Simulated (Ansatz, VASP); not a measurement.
# MnFe2N2: VASP beside Ansatz

```
Mn Fe N
1.0
     2.89414    0.00000    0.00000
    -1.44707    2.50640    0.00000
     0.00000    0.00000    6.29437
Mn Fe N
1 2 2
Cartesian
  0.0000 0.0000 3.1472
  1.4471 0.8355 1.0524
  0.0000 1.6709 5.2420
  1.4471 0.8355 4.4489
  0.0000 1.6709 1.8454
```

Alike in both runs: task single point; functional PBE; k mesh 6 × 6 × 4; occupations gaussian, width 0.1 eV; collinear spin.

|  | VASP | Ansatz |
| --- | --- | --- |
| version | VASP 6.6.1 | Ansatz 0.2.0 |
| potentials or method | VASP PAW PBE potentials, release 64 (Mn_pv, Fe, N), cutoff 520 eV | scalar-relativistic, plane waves, PAW |
| valence electrons in the cell | 39 | 57 |

|  | VASP | Ansatz | Ansatz less VASP |
| --- | --- | --- | --- |
| gap on the k mesh at the Fermi level (eV) | none | none | - |
| pressure (GPa) | -0.2 | -1.9 | -1.70 |
| traceless stress, the component that is largest in VASP (GPa) | -1.74 | -0.95 | +0.792 |
| rms of the force components (eV/Å) | 0.041 | 0.040 | -0.0003 |
| net moment per atom (μB) | 0.53 | 0.53 | -0.003 |
| size of the moment on the site where the two differ most (μB) | 2.55 | 2.36 | -0.185 |

Site moments also hang on the region over which each program counts them. Atom by atom the forces differ by 0.054 eV/Å (rms over components). A gap of «none» marks a metal or a gap that the smearing closes. VASP's potentials hold 39 valence electrons a cell and Ansatz's 57, so a difference there can come from the potentials and not from the codes.

The k mesh is coarse, so the values compare programs but aren't converged.
